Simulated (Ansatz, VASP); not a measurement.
# Ir in VASP and in Ansatz

File INCAR:

```
SYSTEM = Ir
PREC = Accurate
ENCUT = 520
EDIFF = 1E-6
ISMEAR = -1
SIGMA = 0.05
LREAL = .FALSE.
LASPH = .TRUE.
NELM = 150
ALGO = Normal
ISIF = 2
LWAVE = .FALSE.
LCHARG = .TRUE.
ISPIN = 2
MAGMOM = 1
LORBIT = 11
LMAXMIX = 4
GGA = RP
LELF = .TRUE.
LVHAR = .TRUE.
NBANDS = 14
```

File KPOINTS:

```
Automatic mesh
0
G
  23 23 23
  0 0 0
```

File POSCAR:

```
Ir
1.0
    0.0000000000      1.9173626850      1.9173626850
    1.9173626850      0.0000000000      1.9173626850
    1.9173626850      1.9173626850      0.0000000000
Ir
1
Direct
    0.0000000000      0.0000000000      0.0000000000
```

Input for Ansatz:

```yaml
crystal:
  lattice:
    - [0.0, 1.917362685, 1.917362685]
    - [1.917362685, 0.0, 1.917362685]
    - [1.917362685, 1.917362685, 0.0]
  atoms:
    - { symbol: Ir, position: [0.0, 0.0, 0.0], spin: 1.0 }
hamiltonian:
  xc: rpbe
  pseudopotentials:
    kind: paw
    azcp:
      Ir: "pseudopotentials/Ir.paw.azcp"
basis:
  ecutwfc: 420
  fft_grid_basis: typed
kpoints:
  mp_grid: { grid: [23, 23, 23], shift: [0, 0, 0] }
magnetization:
  spin_polarized: true
scf:
  occupations: { method: fermi_dirac, width: 0.05 }
output:
  stress: true
```

Alike in both runs: task single point; functional RPBE; k mesh 23 × 23 × 23; occupations fermi-dirac, width 0.05 eV; collinear spin.

```csv
,VASP,Ansatz
version,VASP 6.6.1,Ansatz 0.2.0
potentials or method,"VASP PAW PBE potentials, release 64 (Ir), cutoff 520 eV","plane waves (420 eV) with PAW, scalar-relativistic"
valence electrons in the cell,9,17
```

Ansatz gave:

* pressure (GPa): 14.7
* net moment per atom (μB): 0.00

Problem. What did VASP give for the same quantities?

Solution. Pressure (GPa): 15.2; net moment per atom (μB): 0.00.

VASP's potentials were made for PBE, not for RPBE. VASP's potentials hold 9 valence electrons a cell and Ansatz's 17, so a difference there can come from the potentials and not from the codes. Ansatz's warnings: seeded moment not kept.

Spin-orbit coupling is off throughout.
